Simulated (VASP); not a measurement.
MoS2, 6 atoms in the cell. Symmetry: P6_3/mmc, No. 194, hexagonal system. Conventional cell: a = 3.134 Å, b = 3.134 Å, c = 14.990 Å, α = 90.00°, β = 90.00°, γ = 120.00°. Within 3.2 Å of Mo (site symmetry -6m2) lie 6 S at 2.42 Å and 6 Mo at 3.13 Å. Within 3.2 Å of S (site symmetry 3m) lie 3 Mo at 2.42 Å and 6 S at 3.13 Å.  This cell differs from its parent crystal: ratio of the length along z to the lengths across it x 1.05, volume and fractional coordinates fixed.

* Program: VASP 6.6.1
* Task: single point
* Functional: PBE
* Potentials or basis: VASP PAW PBE potentials, release 64 (Mo_sv, S)
* Cutoff: 520 eV
* k mesh: 12 × 12 × 2
* Occupations: gaussian, width 0.05 eV
* Spin: no spin polarisation
* Dipole correction: no
* Further INCAR settings: ALGO = Normal; EDIFF = 1e-06; NBANDS = 35

Potentials or basis: VASP PAW PBE potentials, release 64 (Mo_sv, S).

Command:

```sh
$ cat potpaw_PBE.64/Mo_sv/POTCAR potpaw_PBE.64/S/POTCAR > POTCAR
$ mpirun -np 1 vasp_std > vasp.out
```

Hardware: 1 thread of Intel(R) Xeon(R) 6975P-C (Granite Rapids), on a shared host.

**Question.** How long does it take, and how much memory?

**Answer.** It took 94 s on 1 thread of Intel(R) Xeon(R) 6975P-C (Granite Rapids), with other jobs on the host, peak memory 0.3 GiB. Counts: scf iterations 16, k points 38.
